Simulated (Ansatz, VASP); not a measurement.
# One calculation of BN, two programs

Contents of POSCAR:

```
BN
1.0
    2.4066629663      0.0000000000      0.0000000000
   -1.2033314832      2.0842312672      0.0000000000
    0.0000000000      0.0000000000      4.3928081654
B N
2 2
Direct
    0.3333333333      0.6666666667      0.2500000000
    0.6666666667      0.3333333333      0.7500000000
    0.3333333333      0.6666666667      0.7500000000
    0.6666666667      0.3333333333      0.2500000000
```

INCAR.step1

```
SYSTEM = BN
PREC = Accurate
ENCUT = 520
ISMEAR = 0
SIGMA = 0.02
LREAL = .False.
LASPH = .True.
NELM = 60
NBANDS = 16
GGA = PE
ALGO = Normal
EDIFF = 1E-4
LWAVE = .True.
LCHARG = .False.
```

The input INCAR.step2:

```
SYSTEM = BN
PREC = Accurate
ENCUT = 520
EDIFF = 1E-6
ISMEAR = 0
SIGMA = 0.02
LREAL = .False.
LASPH = .True.
NELM = 60
ALGO = Normal
ISIF = 2
LWAVE = .False.
LCHARG = .True.
METAGGA = R2SCAN
LMIXTAU = .True.
LELF = .True.
LVHAR = .True.
NBANDS = 16
ISTART = 1
```

The input KPOINTS:

```
regular mesh
0
Gamma
  12 12 6
  0 0 0
```

Input for Ansatz:

```yaml
crystal:
  lattice:
    - [2.4066629663, 0.0, 0.0]
    - [-1.2033314832, 2.0842312672, 0.0]
    - [0.0, 0.0, 4.3928081654]
  atoms:
    - { symbol: B, position: [0.3333333333, 0.6666666667, 0.25] }
    - { symbol: B, position: [0.6666666667, 0.3333333333, 0.75] }
    - { symbol: "N", position: [0.3333333333, 0.6666666667, 0.75] }
    - { symbol: "N", position: [0.6666666667, 0.3333333333, 0.25] }
basis:
  ecutwfc: 500
kpoints:
  mp_grid: { grid: [12, 12, 6] }
  band_path: { path: [VBM, CBM], npoints: 2 }
hamiltonian:
  xc: r2scan
scf:
  occupations: { method: gaussian, width: 0.02 }
output:
  forces: true
  stress: true
  eigenvalues: true
checkpoint:
  read: start.run
  write: ck
  compress: false
  write_wavefunctions: false
  write_every: 100000
```

Alike in both runs: task single point; functional r2SCAN; k mesh 12 × 12 × 6; occupations gaussian, width 0.02 eV; no spin polarisation.

|  | VASP | Ansatz |
| --- | --- | --- |
| version | VASP 6.6.1 | Ansatz 0.2.0 |
| potentials or method | VASP PAW PBE potentials, release 64 (B, N), cutoff 520 eV | scalar-relativistic, plane waves, PAW |
| valence electrons in the cell | 16 | 16 |

VASP gave:

```
gap on the k mesh at the Fermi level (eV) : 4.29
least direct gap on the mesh (eV)         : 5.58
```

Question: Which values does Ansatz return?

Answer: gap on the k mesh at the Fermi level (eV): 4.23; least direct gap on the mesh (eV): 5.52.

VASP's potentials were made for PBE, not for r2SCAN.
